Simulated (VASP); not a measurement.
A run of VASP 6.6.1:

INCAR

```
SYSTEM = Be16CO
PREC = Accurate
ENCUT = 520
EDIFF = 1E-6
ISMEAR = 0
SIGMA = 0.1
LREAL = Auto
LASPH = .TRUE.
NELM = 100
ALGO = Normal
ISIF = 2
LWAVE = .FALSE.
LCHARG = .TRUE.
LDIPOL = .TRUE.
IDIPOL = 3
DIPOL = 0.5 0.5 0.312
GGA = PE
LELF = .TRUE.
LVHAR = .TRUE.
LVACPOTAV = .TRUE.
NBANDS = 36
```

KPOINTS

```
regular mesh
0
G
  6 6 1
  0 0 0
```

Contents of POSCAR:

```
Be16CO
1.0
    4.5254381410      0.0000000000      0.0000000000
   -2.2627190705      3.9191443934      0.0000000000
    0.0000000000      0.0000000000     23.4761687145
Be C O
16 1 1
Direct
    0.3333333333      0.1666666667      0.1703855535
    0.3333333333      0.6666666667      0.1703855535
    0.8333333333      0.1666666667      0.1703855535
    0.8333333333      0.6666666667      0.1703855535
    0.1666666667      0.3333333333      0.2463521558
    0.1666666667      0.8333333333      0.2463521558
    0.6666666667      0.3333333333      0.2463521558
    0.6666666667      0.8333333333      0.2463521558
    0.3333333333      0.1666666667      0.3241941575
    0.3333333333      0.6666666667      0.3241941575
    0.8333333333      0.1666666667      0.3241941575
    0.8333333333      0.6666666667      0.3241941575
    0.1666666667      0.3333333333      0.4036505628
    0.1666666667      0.8333333333      0.4036505628
    0.6666666667      0.3333333333      0.4036505628
    0.6666666667      0.8333333333      0.4036505628
    0.1666666667      0.3333333333      0.5088636421
    0.2948310525      0.2051689475      0.5335695474
```

Potentials or basis: VASP PAW PBE potentials, release 64 (Be, C, O).

Launch:

```bash
$ cat potpaw_PBE.64/Be/POTCAR potpaw_PBE.64/C/POTCAR potpaw_PBE.64/O/POTCAR > POTCAR
$ mpirun -np 1 vasp_std > vasp.out
```

Hardware: 1 thread of AMD EPYC 9R45 (Zen 5), on a shared host.

Task: Estimate the wall time of this run.

Result: Wall time 8 min on 1 thread of AMD EPYC 9R45 (Zen 5), with other jobs on the host, peak memory 0.51 GiB. Counts: scf iterations 25, k points 13.
